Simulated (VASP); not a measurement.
# Cu (P6_3/mmc) in VASP: a series of runs

Runs on Cu. Level: LDA. Tasks: single point.

Everything below comes from runs of VASP 6.6.1. Logs are shortened: lines on timing, memory, paths and dates and some standing lists are left out, and cuts for length are marked.

### 1 The cell of the first run

It takes space group P6_3/mmc (No. 194, hexagonal). Conventional cell: a = 2.491 Å, b = 2.491 Å, c = 4.043 Å, α = 90.00°, β = 90.00°, γ = 120.00°. Cu (site symmetry -6m2) has 12 Cu at 2.48 to 2.49 Å within 3.3 Å.

### 2 Single point, LDA

Contents of INCAR:

```
ALGO = Normal
EDIFF = 1E-7
ENCUT = 520
ISIF = 2
ISMEAR = -1
LASPH = True
LCHARG = False
LREAL = False
LWAVE = False
NBANDS = 18
NELM = 60
PREC = Accurate
SIGMA = 0.1
```

Contents of KPOINTS:

```
k-points
0
Gamma
  13 13 7
```

Contents of POSCAR:

```
Cu
1.0
    2.4911379043      0.0000000000      0.0000000000
   -1.2455684606      2.1573883382      0.0000000000
    0.0000000000      0.0000000000      4.0428529382
Cu
2
Direct
    0.3333333333      0.6666666667      0.2500000000
    0.6666666667      0.3333333333      0.7500000000
```

Potentials or basis: VASP PAW LDA potentials, release 64 (Cu).

Started as:

```sh
> cat potpaw_LDA.64/Cu/POTCAR > POTCAR
> mpirun -np 1 vasp_std > vasp.out
```

OUTCAR:

```text
EDIFF = 1E-7
   ENCUT = 520
   ISIF = 2
   ISMEAR = -1
   LASPH = True
   LREAL = False
   NELM = 60
   PREC = Accurate

 ion  position               nearest neighbor table
   1  0.333  0.667  0.250-   2 2.48   2 2.48   2 2.48   2 2.48   2 2.48   2 2.48
   2  0.667  0.333  0.750-   1 2.48   1 2.48   1 2.48   1 2.48   1 2.48   1 2.48

  LATTYP: Found a hexagonal cell.
 ALAT       =     2.4911379043
 C/A-ratio  =     1.6228940723

  Lattice vectors:

 A1 = (   2.4911379043,   0.0000000000,   0.0000000000)
 A2 = (  -1.2455684606,   2.1573883382,   0.0000000000)
 A3 = (   0.0000000000,   0.0000000000,   4.0428529382)

Analysis of symmetry for initial positions (statically):
=====================================================================
 Subroutine PRICEL returns:
 Original cell was already a primitive cell.

 Routine SETGRP: Setting up the symmetry group for a
 hexagonal supercell.

 Subroutine GETGRP returns: Found 24 space group operations
 (whereof 12 operations were pure point group operations)
 out of a pool of 24 trial point group operations.

The static configuration has the point symmetry D_3d.
 The point group associated with its full space group is D_6h.

Analysis of symmetry for dynamics (positions and initial velocities):
=====================================================================
 Subroutine PRICEL returns:
 Original cell was already a primitive cell.

 Routine SETGRP: Setting up the symmetry group for a
 hexagonal supercell.

 Subroutine GETGRP returns: Found 24 space group operations
 (whereof 12 operations were pure point group operations)
 out of a pool of 24 trial point group operations.

The dynamic configuration has the point symmetry D_3d.
 The point group associated with its full space group is D_6h.

 Subroutine INISYM returns: Found 24 space group operations
 (whereof 12 operations are pure point group operations),
 and found     1 'primitive' translations

----------------------------------------------------------------------------------------

                                     Primitive cell

  volume of cell :      21.7277

  direct lattice vectors                    reciprocal lattice vectors
     2.491137904  0.000000000  0.000000000     0.401422980  0.231761614  0.000000000
    -1.245568461  2.157388338  0.000000000     0.000000000  0.463523410  0.000000000
     0.000000000  0.000000000  4.042852938     0.000000000  0.000000000  0.247350081

  length of vectors
     2.491137904  2.491137337  4.042852938     0.463523305  0.463523410  0.247350081

  position of ions in fractional coordinates (direct lattice)
     0.333333333  0.666666667  0.250000000
     0.666666667  0.333333333  0.750000000

  ion indices of the primitive-cell ions
   primitive index   ion index
                 1           1
                 2           2

----------------------------------------------------------------------------------------

 KPOINTS: k-points

Automatic generation of k-mesh.
 Grid dimensions read from file:
 generate k-points for:   13   13    7

 Generating k-lattice:

  Cartesian coordinates                     Fractional coordinates (reciprocal lattice)
     0.030878691  0.017827816  0.000000000     0.076923077  0.000000000  0.000000000
     0.000000000  0.035655647  0.000000000     0.000000000  0.076923077  0.000000000
     0.000000000  0.000000000  0.035335726     0.000000000  0.000000000  0.142857143

  Length of vectors
     0.035655639  0.035655647  0.035335726

  Shift w.r.t. Gamma in fractional coordinates (k-lattice)
     0.000000000  0.000000000  0.000000000

 Subroutine IBZKPT returns following result:
 ===========================================

 Found     84 irreducible k-points:

 Following reciprocal coordinates:
            Coordinates               Weight
  0.000000  0.000000  0.000000      1.000000
  0.076923  0.000000  0.000000      6.000000
  0.153846  0.000000  0.000000      6.000000
  0.230769  0.000000  0.000000      6.000000
  0.307692  0.000000  0.000000      6.000000
  0.384615  0.000000  0.000000      6.000000
[... 16 lines left out ...]
  0.076923  0.000000  0.142857     12.000000
  0.153846  0.000000  0.142857     12.000000
 [... further k-points ...]
   k-points           NKPTS =     84   k-points in BZ     NKDIM =     84   number of bands    NBANDS=     18
   number of dos      NEDOS =    301   number of ions     NIONS =      2
   total plane-waves  NPLWV =  12000
   dimension x,y,z NGX =    20 NGY =   20 NGZ =   30
   dimension x,y,z NGXF=    40 NGYF=   40 NGZF=   60
   ions per type =               2
   NGX,Y,Z   is equivalent  to a cutoff of  13.35, 13.35, 12.34 a.u.
   NGXF,Y,Z  is equivalent  to a cutoff of  26.69, 26.69, 24.67 a.u.
 SYSTEM =  unknown system
   PREC   = accura    normal or accurate (medium, high low for compatibility)
   ISTART =      0    job   : 0-new  1-cont  2-samecut
   ICHARG =      2    charge: 1-file 2-atom 10-const
   ISPIN  =      1    spin polarized calculation?
   LNONCOLLINEAR =      F non collinear calculations
   LSORBIT =      F    spin-orbit coupling
   LASPH  =      T    aspherical Exc in radial PAW
   ENCUT  =  520.0 eV  38.22 Ry    6.18 a.u.   4.63  4.63  7.52*2*pi/ulx,y,z
   NELM   =     60;   NELMIN=  2; NELMDL= -5     # of ELM steps
   EDIFF  = 0.1E-06   stopping-criterion for ELM
   LREAL  =      F    real-space projection
   EDIFFG = 0.1E-05   stopping-criterion for IOM
   NSW    =      0    number of steps for IOM
   IBRION =     -1    ionic relax: 0-MD 1-quasi-New 2-CG
   NFREE  =      0    steps in history (QN), initial steepest desc. (CG)
   ISIF   =      2    stress and relaxation
   ISYM   =      2    0-nonsym 1-usesym 2-fastsym
   POTIM  = 0.5000    time-step for ionic-motion
   TEBEG  =    0.0;   TEEND  =   0.0 temperature during run
   PSTRESS=    0.0 pullay stress
   NELECT =      22.0000    total number of electrons
   NUPDOWN=      -1.0000    fix difference up-down
   EMIN   =  10.00;   EMAX   =-10.00  energy-range for DOS
   EFERMI =   0.00;   METHOD = LEGACY
   ISMEAR =    -1;   SIGMA  =   0.10  broadening in eV -4-tet -1-fermi 0-gaus
   EFERMI_NEDOS =   21; number of points for ismear=-14 and -15
   IALGO  =     38    algorithm
   IMIX   =      4    mixing-type and parameters
     AMIX     =   0.40;   BMIX     =  1.00
     AMIX_MAG =   1.60;   BMIX_MAG =  1.00
  volume/ion in A,a.u.               =      10.86        73.31
  Fermi-wavevector in a.u.,A,eV,Ry     =   1.643909  3.106537 36.768874  2.702436
  Thomas-Fermi vector in A             =   2.733964
   LORBIT       =      0    0 simple, 1 ext, 2 COOP (PROOUT), +10 PAW based schemes
   GGA     = CA    functional components
   LHFCALC =     F    Hartree Fock is set to
   AEXX    =    0.0000 exact exchange contribution
   IVDW    =     0    specifies the selected vdW correction
   LEPSILON=     F    determine dielectric tensor
   LRPA    =     F    only Hartree local field effects (RPA)
 non-spin polarized calculation
  energy-cutoff  :      520.00
  volume of cell :       21.73
 maximum number of plane-waves:       596
 NGX is ok and might be reduce to    20
   NGX =  9   NGY =  9   NGZ = 15

 number of electron      22.0000000 magnetization

 Free energy of the ion-electron system (eV)
  ---------------------------------------------------
  ext. energy  EPLUGINS =         0.00000000
  ---------------------------------------------------
  free energy    TOTEN  =        -9.41283583 eV

  energy without entropy =       -9.39845127  energy(sigma->0) =       -9.40564355

 E-fermi :   8.4333     XC(G=0): -13.5982

 val. band max:        8.3310308435   @ k =   0.3846   0.0000   0.4286
 cond. band min:       8.5046972467   @ k =   0.1538   0.0000   0.1429
 fundamental gap:      0.1736664031
 Fermi energy:         8.4332717714

 k-point     1 :       0.0000    0.0000    0.0000
  band No.  band energies     occupation
      1      -1.5697      2.00000
      2       2.8247      2.00000
      3       5.1042      2.00000
      4       5.1471      2.00000
      5       5.1471      2.00000
      6       5.3907      2.00000
[... 10 lines left out ...]
     17      32.9202      0.00000
     18      32.9203      0.00000

 k-point     2 :       0.0769    0.0000    0.0000
  band No.  band energies     occupation
      1      -1.3675      2.00000
      2       2.9424      2.00000
      3       4.9653      2.00000
      4       5.2256      2.00000
      5       5.2633      2.00000
      6       5.3553      2.00000
[... 10 lines left out ...]
     17      33.7532      0.00000
     18      33.8634      0.00000

 k-point     3 :       0.1538    0.0000    0.0000
  band No.  band energies     occupation
      1      -0.7734      2.00000
      2       3.2487      2.00000
      3       4.7665      2.00000
      4       5.0514      2.00000
      5       5.2256      2.00000
      6       5.4488      2.00000
[... 10 lines left out ...]
     17      31.6505      0.00000
     18      33.5743      0.00000

 k-point     4 :       0.2308    0.0000    0.0000
  band No.  band energies     occupation
      1       0.1657      2.00000
      2       3.5718      2.00000
      3       4.4750      2.00000
      4       4.6018      2.00000
      5       5.1254      2.00000
      6       5.3771      2.00000
[... 375 lines left out ...]
      4       5.1081      2.00000
      5       5.1081      2.00000
      6       5.3485      2.00000
[... 10 lines left out ...]
     17      31.3990      0.00000
     18      32.9553      0.00000

 k-point    23 :       0.0769    0.0000    0.1429
  band No.  band energies     occupation
      1      -1.1702      2.00000
      2       2.8475      2.00000
      3       4.9611      2.00000
      4       5.1644      2.00000
      5       5.1780      2.00000
      6       5.2563      2.00000
[... 10 lines left out ...]
     17      31.3677      0.00000
     18      33.1560      0.00000

 k-point    24 :       0.1538    0.0000    0.1429
  band No.  band energies     occupation
      1      -0.5825      2.00000
      2       3.1867      2.00000
      3       4.7828      2.00000
      4       4.8431      2.00000
      5       5.1675      2.00000
      6       5.3462      2.00000
[... 10 lines left out ...]
     17      30.5595      0.00000
     18      31.8991      0.00000

 [... further k-points ...]
[... 5 lines left out ...]
  --------------------------------------------------------------------------------------
  -------------------------------------------------------------------------------------
  Total        0.0034085      0.0034085      0.5319990      0.0000000      0.0000000     -0.0000000
  in kB        0.2513359      0.2513358     39.2290144      0.0000001      0.0000000     -0.0000000
  external PRESSURE =      13.2438954 kB  Pullay stress =       0.0000000 kB

 VOLUME and BASIS-vectors are now :
 -----------------------------------------------------------------------------
  energy-cutoff  :      520.00
  volume of cell :       21.73
      direct lattice vectors                 reciprocal lattice vectors
     2.491137904  0.000000000  0.000000000     0.401422980  0.231761614  0.000000000
    -1.245568461  2.157388338  0.000000000     0.000000000  0.463523410  0.000000000
     0.000000000  0.000000000  4.042852938     0.000000000  0.000000000  0.247350081

 POSITION                                       TOTAL-FORCE (eV/Angst)
 -----------------------------------------------------------------------------------
      0.00000      1.43826      1.01071         0.000000      0.000000      0.000000
      1.24557      0.71913      3.03214        -0.000000      0.000000      0.000000
 -----------------------------------------------------------------------------------
    total drift:                                0.000000     -0.000000      0.000000

  FREE ENERGIE OF THE ION-ELECTRON SYSTEM (eV)
  ---------------------------------------------------
  free  energy   TOTEN  =        -9.4128358261 eV

  energy  without entropy=       -9.3984512711  energy(sigma->0) =       -9.40564355
```

Run time: 24 s. Hardware: 1 thread of Intel Xeon Platinum 8488C (Sapphire Rapids), shared host; peak memory 0.14 GiB.

Results:

| Property | Result |
| --- | --- |
| Free energy | -9.4128 eV |
| Pressure | 1.3 GPa |
| Band gap on the k mesh | zero (band 11 reaches 11.62 eV, above the bottom of band 12 at 6.40 eV) |

### 3 Single point, LDA

This run uses another cell than the first one, of 11.21 Å³/atom, 1.032 times its volume.

Contents of INCAR:

```
SYSTEM = Cu
PREC = Accurate ; ENCUT = 520
EDIFF = 1E-6 ; ISMEAR = -1
SIGMA = 0.1 ; LREAL = .False.
LASPH = .True. ; NELM = 100
ALGO = Normal ; ISIF = 2
LWAVE = .False. ; LCHARG = .True.
LELF = .True. ; LVHAR = .True.
NBANDS = 18
```

Contents of KPOINTS:

```
regular mesh
0
Gamma
  13 13 7
  0 0 0
```

Contents of POSCAR:

```
Cu
1.0
    2.5170891251      0.0000000000      0.0000000000
   -1.2585440659      2.1798627508      0.0000000000
    0.0000000000      0.0000000000      4.0849690207
Cu
2
Direct
    0.3333333333      0.6666666667      0.2500000000
    0.6666666667      0.3333333333      0.7500000000
```

Potentials or basis: VASP PAW LDA potentials, release 64 (Cu).

Started as:

```sh
> cat potpaw_LDA.64/Cu/POTCAR > POTCAR
> mpirun -np 1 vasp_std > vasp.out
```

Wall time 20 s (1 thread of Intel Xeon Platinum 8488C (Sapphire Rapids), shared host); peak memory 0.14 GiB.

It converged, with:

| Quantity | Value |
| --- | --- |
| Free energy | -9.4067 eV |
| Pressure | -3.9 GPa |
| Band gap on the k mesh | zero (band 11 reaches 11.13 eV, above the bottom of band 12 at 6.02 eV) |

Stress tensor (GPa, compression positive):
```
-5.11  0.00  0.00
 0.00 -5.11  0.00
 0.00  0.00 -1.50
```

Levels at points of the mesh, in eV from the Fermi level:
```
           k point  band 7  band 8  band 9  band 10  band 11  band 12  band 13  band 14  band 15  band 16
(0.00, 0.00, 0.00)   -2.95   -2.65   -2.65    -1.82    -1.82    -1.07     4.08    21.80    22.28    22.28
```

### 4 Single point, LDA

This run uses another cell than the first one, of 11.55 Å³/atom, 1.063 times its volume.

Contents of INCAR:

```
SYSTEM = Cu
PREC     = Accurate       ! precision mode
ENCUT    = 520            ! plane-wave cutoff, eV
EDIFF    = 1E-7           ! SCF threshold, eV
ISMEAR   = -1             ! smearing method
SIGMA    = 0.1            ! smearing width, eV
LREAL    = .FALSE.        ! projectors in reciprocal space
LASPH    = .TRUE.         ! aspherical terms in the spheres
NELM     = 80             ! most SCF steps
ALGO     = Normal         ! electronic algorithm
ISIF     = 2              ! what is computed and relaxed
LWAVE    = .FALSE.        ! write WAVECAR
LCHARG   = .FALSE.        ! write CHGCAR
GGA      = CA             ! functional
NBANDS   = 18             ! bands
```

Contents of KPOINTS:

```
regular mesh
0
G
  13 13 7
  0 0 0
```

Contents of POSCAR:

```
Cu
1.0
    2.5425159888      0.0000000000      0.0000000000
   -1.2712574927      2.2018830569      0.0000000000
    0.0000000000      0.0000000000      4.1262341269
Cu
2
Direct
    0.3333333333      0.6666666667      0.2500000000
    0.6666666667      0.3333333333      0.7500000000
```

Started as:

```sh
> cat potpaw_LDA.64/Cu/POTCAR > POTCAR
> mpirun -np 1 vasp_std > vasp.out
```

It took 20 s on 1 thread of Intel Xeon Platinum 8488C (Sapphire Rapids), shared host; peak memory 0.14 GiB.

Results (log left out):

* Free energy: -9.3793 eV
* Pressure: -8.7 GPa
* Band gap on the k mesh: zero (band 11 reaches 10.67 eV, above the bottom of band 12 at 5.67 eV)

Stress tensor (GPa, compression positive):
```
-9.84  0.00  0.00
 0.00 -9.84  0.00
 0.00  0.00 -6.49
```

Levels at points of the mesh, in eV from the Fermi level:
| k point | band 9 | band 10 | band 11 | band 12 | band 13 | band 14 |
| --- | --- | --- | --- | --- | --- | --- |
| (0.00, 0.00, 0.00) | -2.58 | -1.79 | -1.79 | -0.98 | 3.92 | 21.56 |

### 5 Single point, LDA

This run uses another cell than the first one, of 11.89 Å³/atom, 1.095 times its volume.

Contents of INCAR:

```
  ALGO = Normal
  EDIFF = 1E-7
  ENCUT = 520
  ISIF = 2
  ISMEAR = -1
  LASPH = True
  LCHARG = False
  LREAL = False
  LWAVE = False
  NBANDS = 18
  NELM = 60
  PREC = Accurate
  SIGMA = 0.1
```

Contents of KPOINTS:

```
k-points
0
Gamma
  13 13 7
```

Contents of POSCAR:

```
Cu
1.0
    2.5674442057      0.0000000000      0.0000000000
   -1.2837215963      2.2234715223      0.0000000000
    0.0000000000      0.0000000000      4.1666899825
Cu
2
Direct
    0.3333333333      0.6666666667      0.2500000000
    0.6666666667      0.3333333333      0.7500000000
```

Started as:

```sh
> cat potpaw_LDA.64/Cu/POTCAR > POTCAR
> mpirun -np 1 vasp_std > vasp.out
```

Wall time 22 s (1 thread of Intel Xeon Platinum 8488C (Sapphire Rapids), shared host); peak memory 0.14 GiB.

Results (log left out):

```yaml
Free_energy: -9.3340 eV
Pressure: -12.5 GPa
Band_gap_on_the_k_mesh: zero (band 11 reaches 10.24 eV, above the bottom of band 12 at 5.34 eV)
```

Stress tensor (GPa, compression positive):
```
-13.52   0.00   0.00
  0.00 -13.52   0.00
  0.00   0.00 -10.42
```

Levels at points of the mesh, in eV from the Fermi level:
```tsv
k point	band 8	band 9	band 10	band 11	band 12	band 13	band 14	band 15
(0.00, 0.00, 0.00)	-2.51	-2.51	-1.75	-1.75	-0.89	3.77	21.33	21.36
```

### 6 Single point, LDA

This run uses another cell than the first one, of 12.24 Å³/atom, 1.126 times its volume.

Contents of INCAR:

```
  PREC = Accurate
  ENCUT = 520
  EDIFF = 1E-7
  ISMEAR = -1
  SIGMA = 0.1
  LREAL = F
  LASPH = T
  NELM = 60
  ALGO = Normal
  ISIF = 2
  LWAVE = F
  LCHARG = F
  NBANDS = 18
```

Contents of KPOINTS:

```
Automatic mesh
0
Gamma
  13 13 7
```

Contents of POSCAR:

```
Cu
1.0
    2.5918975270      0.0000000000      0.0000000000
   -1.2959482521      2.2446487162      0.0000000000
    0.0000000000      0.0000000000      4.2063751327
Cu
2
Direct
    0.3333333333      0.6666666667      0.2500000000
    0.6666666667      0.3333333333      0.7500000000
```

Potentials or basis: VASP PAW LDA potentials, release 64 (Cu).

Started as:

```sh
> cat potpaw_LDA.64/Cu/POTCAR > POTCAR
> mpirun -np 1 vasp_std > vasp.out
```

Wall time 28 s (1 thread of Intel Xeon Platinum 8488C (Sapphire Rapids), shared host); peak memory 0.14 GiB.

Results (log left out):

- Free energy: -9.2742 eV
- Pressure: -15.6 GPa
- Band gap on the k mesh: zero (band 11 reaches 9.83 eV, above the bottom of band 12 at 5.03 eV)

Stress tensor (GPa, compression positive):
```
-16.52   0.00   0.00
  0.00 -16.52   0.00
  0.00   0.00 -13.66
```

Levels at points of the mesh, in eV from the Fermi level:
```tsv
k point	band 8	band 9	band 10	band 11	band 12	band 13	band 14	band 15
(0.00, 0.00, 0.00)	-2.45	-2.45	-1.72	-1.72	-0.81	3.63	20.94	20.94
```

### 7 Overview

| cell | gap on the mesh (eV) | pressure (GPa) |
| --- | --- | --- |
| a = 2.491, b = 2.491, c = 4.043 Å, angles 90.0, 90.0, 120.0°, 2 atoms | none | 1.3 |
| a = 2.517, b = 2.517, c = 4.085 Å, angles 90.0, 90.0, 120.0°, 2 atoms | none | -3.9 |
| a = 2.543, b = 2.543, c = 4.126 Å, angles 90.0, 90.0, 120.0°, 2 atoms | none | -8.7 |
| a = 2.567, b = 2.567, c = 4.167 Å, angles 90.0, 90.0, 120.0°, 2 atoms | none | -12.5 |
| a = 2.592, b = 2.592, c = 4.206 Å, angles 90.0, 90.0, 120.0°, 2 atoms | none | -15.6 |

Alike in all rows: task single point; level LDA; potentials or basis VASP PAW LDA potentials, release 64 (Cu); no spin polarisation; k mesh 13 × 13 × 7; cutoff (eV) 520; smearing fermi-dirac 0.1 eV.

Absolute energies hang on the potentials; compare differences alone.
